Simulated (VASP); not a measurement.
Here is a VASP 6.6.1 calculation.

Contents of INCAR:

```
SYSTEM = TaF3
  ALGO = Normal
  EDIFF = 1E-6
  ENCUT = 520
  GGA = PS
  ISIF = 2
  ISMEAR = 0
  LASPH = .TRUE.
  LCHARG = .FALSE.
  LREAL = .FALSE.
  LWAVE = .FALSE.
  NBANDS = 24
  NELM = 80
  PREC = Accurate
  SIGMA = 0.15
```

File KPOINTS:

```
k-points
0
G
  12 12 12
  0 0 0
```

Contents of POSCAR:

```
TaF3
1.0
    3.9012000000      0.0000000000      0.0000000000
    0.0000000000      3.9012000000      0.0000000000
    0.0000000000      0.0000000000      3.9597180000
Ta F
1 3
Direct
    0.0000000000      0.0000000000      0.0000000000
    0.5000000000      0.0000000000      0.0000000000
    0.0000000000      0.5000000000      0.0000000000
    0.0000000000      0.0000000000      0.5000000000
```

Potentials or basis: VASP PAW PBE potentials, release 64 (Ta_pv, F).

The run is started by

```sh
$ cat potpaw_PBE.64/Ta_pv/POTCAR potpaw_PBE.64/F/POTCAR > POTCAR
$ mpirun -np 1 vasp_std > vasp.out
```

(1) What does it give for the pressure?

(2) Estimate the band gap on the k mesh.

Answers

(1) 18.0 GPa.

(2) zero (bands 16 and 17 overlap by 2.96 eV).

Caveat: the cell differs from its parent crystal (strain +0.000 along x and y, +0.015 along z); the stress differs along the axes, from 14 to 20 GPa; the PAW data sets were made with another functional, which shifts forces and pressure a little; spin-orbit coupling is left out, which moves the levels of the heavy elements.
